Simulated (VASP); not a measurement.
A run of VASP 6.6.1 is set up as follows.

The input INCAR:

```
PREC     = Accurate       # precision mode
ENCUT    = 500            # plane-wave cutoff, eV
EDIFF    = 1E-6           # SCF threshold, eV
ISMEAR   = 0              # smearing method
SIGMA    = 0.1            # smearing width, eV
LREAL    = F              # projectors in reciprocal space
LASPH    = T              # aspherical terms in the spheres
NELM     = 120            # most SCF steps
ALGO     = Normal         # electronic algorithm
ISIF     = 2              # what is computed and relaxed
LWAVE    = F              # write WAVECAR
LCHARG   = T              # write CHGCAR
GGA      = PE             # functional
LELF     = T              # ELF
LVHAR    = T            
NBANDS   = 15             # bands
GGA_COMPAT= F
```

KPOINTS

```
Automatic mesh
0
Gamma
  4 4 4
```

POSCAR

```
RbBr
1.0
    0.0000000000      3.5046109457      3.5046109457
    3.5046109457      0.0000000000      3.5046109457
    3.5046109457      3.5046109457      0.0000000000
Rb Br
1 1
Direct
    0.5000000000      0.5000000000      0.5000000000
    0.0000000000      0.0000000000      0.0000000000
```

Potentials or basis: VASP PAW PBE potentials, release 64 (Rb_sv, Br).

Run with:

```console
$ cat potpaw_PBE.64/Rb_sv/POTCAR potpaw_PBE.64/Br/POTCAR > POTCAR
$ mpirun -np 1 vasp_std > vasp.out
```

**Question.** Predict the pressure.

**Answer.** 0.1 GPa.

**Question.** Predict the band gap on the k mesh.

**Answer.** 4.20 eV, direct.

Expect the measured gap to be larger: semilocal functionals such as PBE lack the derivative discontinuity.
